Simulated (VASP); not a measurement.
# Rh: single point with LDA

Crystal: Rh.

```
Rh
1.0
    -1.87727    1.87727    0.00000
     0.00000    0.00000    3.75454
     1.87727    1.87727    0.00000
Rh
2
Direct
  0.00000 0.00000 0.00000
  0.50000 0.50000 0.50000
```

```
Program             : VASP 6.6.1
Task                : single point
Functional          : LDA
Potentials or basis : VASP PAW LDA potentials, release 64 (Rh_pv)
Cutoff              : 520 eV
k mesh              : 14 × 10 × 14
Occupations         : fermi-dirac, width 0.08 eV
Spin                : no spin polarisation
```

```yaml
Pressure: 0.9 GPa
Band_gap_on_the_k_mesh: zero (bands 15 and 16 overlap by 2.64 eV)
```

Levels at points of the mesh, in eV from the Fermi level:
```tsv
k point	band 12	band 13	band 14	band 15	band 16	band 17	band 18	band 19
(0.00, 0.00, 0.00)	-3.29	-1.03	-1.03	0.62	1.08	1.08	3.27	12.76
(0.50, 0.00, 0.00)	-3.67	-2.01	-2.01	-1.17	-1.17	3.22	3.22	13.61
(0.00, 0.50, 0.00)	-2.05	-1.56	-1.56	-1.56	-1.56	-0.25	-0.25	18.65
(0.50, 0.50, 0.00)	-3.36	0.64	0.64	0.64	0.64	0.67	0.67	9.00
(0.50, 0.00, 0.50)	0.62	1.08	1.08	1.08	1.08	3.27	3.27	12.76
(0.50, 0.50, 0.50)	-4.04	-1.28	-1.28	1.08	1.08	9.88	9.88	9.88
```

Run time: 60 s on 1 thread of Intel(R) Xeon(R) Platinum 8488C (Sapphire Rapids), with other jobs on the host, peak memory 0.2 GiB.
